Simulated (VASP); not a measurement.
Wanted: the native input for a VASP 6.6.1 run.

```yaml
Task: single point
Functional: PBE
Dispersion: D3(BJ)
Potentials_or_basis: VASP PAW PBE potentials, release 64 (Sc_sv, Pt)
Cutoff: 520 eV
k_mesh: 3 × 2 × 1
Occupations: fermi-dirac, width 0.05 eV
Spin: no spin polarisation
Dipole_correction: no
Further_INCAR_settings: LREAL = Auto; ALGO = Normal; EDIFF = 1e-06; NBANDS = 119
```

The structure of Sc18Pt lies in POSCAR:

```
Sc18Pt
1.0
    6.6200000000      0.0000000000      0.0000000000
    4.9650000000      8.5996320000      0.0000000000
    0.0000000000      0.0000000000     16.2761400000
Sc Pt
18 1
Direct
    0.0000000000      0.0000000000      0.0614396288
    0.5000000000      0.0000000000      0.0614396288
    0.0000000000      0.3333333333      0.0614396288
    0.5000000000      0.3333333333      0.0614396288
    0.0000000000      0.6666666667      0.0614396288
    0.5000000000      0.6666666667      0.0614396288
   -0.1653020747      0.2203318700      0.2135861451
    0.3332500909      0.2223759110      0.2087870343
   -0.1670852439      0.5566810301      0.2147966901
    0.3329378117      0.5553586479      0.2136934801
   -0.1640436106      0.8884762743      0.2148415411
    0.3299339211      0.8903422844      0.2139591451
    0.0001836442     -0.0000506998      0.3698263839
    0.4998573237      0.0003187346      0.3655106801
    0.0037011267      0.3318683869      0.3655222307
    0.4983040049      0.3325237638      0.3648392063
    0.0035653500      0.6647189089      0.3688952049
    0.4967614495      0.6682612698      0.3664762653
    0.3349459420      0.2217594892      0.4715150521
```

One way to write it, as run:

INCAR

```
  PREC = Accurate
  ENCUT = 520
  EDIFF = 1E-6
  ISMEAR = -1
  SIGMA = 0.05
  LREAL = Auto
  LASPH = True
  NELM = 100
  ALGO = Normal
  ISIF = 2
  LWAVE = False
  LCHARG = True
  GGA = PE
  IVDW = 12
  LELF = True
  LVHAR = True
  NBANDS = 119
```

KPOINTS

```
regular mesh
0
Gamma
  3 2 1
```

Potentials or basis: VASP PAW PBE potentials, release 64 (Sc_sv, Pt).

The run is started by

```bash
$ cat potpaw_PBE.64/Sc_sv/POTCAR potpaw_PBE.64/Pt/POTCAR > POTCAR
$ mpirun -np 1 vasp_std > vasp.out
```

Results of the run:

* Largest force: 0.100 eV/Å
* Band gap on the k mesh: zero (bands 104 and 105 overlap by 0.06 eV)
* Dispersion energy per atom: -0.283 eV

Caveat: the k points lie up to 0.37 Å⁻¹ apart; there is no dipole correction, which matters where the two faces differ; spin-orbit coupling is left out, which moves the levels of the heavy elements.

Wall time 48 min on 1 thread of Intel Xeon 8259CL, on a shared host, peak memory 1.1 GiB.
